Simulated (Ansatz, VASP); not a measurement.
# Y: VASP beside Ansatz

INCAR

```
PREC     = Accurate       # precision mode
ENCUT    = 520            # plane-wave cutoff, eV
EDIFF    = 1E-6           # SCF threshold, eV
ISMEAR   = -1             # smearing method
SIGMA    = 0.08           # smearing width, eV
LREAL    = F              # projectors in reciprocal space
LASPH    = T              # aspherical terms in the spheres
NELM     = 80             # most SCF steps
ALGO     = Normal         # electronic algorithm
ISIF     = 2              # what is computed and relaxed
LWAVE    = F              # write WAVECAR
LCHARG   = F              # write CHGCAR
GGA      = PE             # functional
NBANDS   = 18             # bands
```

KPOINTS

```
regular mesh
0
Gamma
  12 12 7
```

POSCAR

```
Y
1.0
    3.6791974790      0.0000000000      0.0000000000
   -1.8395987394      3.1862784823      0.0000000000
    0.0000000000      0.0000000000      5.6611890000
Y
2
Direct
    0.3333333333      0.6666666667      0.2500000000
    0.6666666667      0.3333333333      0.7500000000
```

Input for Ansatz:

```yaml
crystal:
  lattice:
    - [3.679197479, 0.0, 0.0]
    - [-1.8395987394, 3.1862784823, 0.0]
    - [0.0, 0.0, 5.661189]
  atoms:
    - { symbol: "Y", position: [0.3333333333, 0.6666666667, 0.25] }
    - { symbol: "Y", position: [0.6666666667, 0.3333333333, 0.75] }
kpoints:
  mp_grid: { grid: [12, 12, 7] }
scf:
  occupations: { method: fermi_dirac, width: 0.08 }
hamiltonian:
  xc: pbe
  pseudopotentials: { kind: all_electron, lapw: { basis_error: 0.00025 } }
output:
  forces: true
  stress: true
  eigenvalues: true
```

Change from the starting cell: z stretched by -1.5 % at fixed volume.

Alike in both runs: task single point; functional PBE; k mesh 12 × 12 × 7; occupations fermi-dirac, width 0.08 eV; no spin polarisation.

```csv
,VASP,Ansatz
version,VASP 6.6.1,Ansatz 0.2.0
potentials or method,"VASP PAW PBE potentials, release 64 (Y_sv), cutoff 520 eV","all-electron LAPW, scalar-relativistic"
```

Ansatz gave:

- pressure (GPa): -0.3
- traceless stress, the component that is largest in VASP (GPa): 0.49

Question: Which values does VASP return?

Answer: Pressure (GPa): -0.4; traceless stress, the component that is largest in VASP (GPa): 0.49.

Ansatz ran all-electron here, and VASP with PAW potentials.
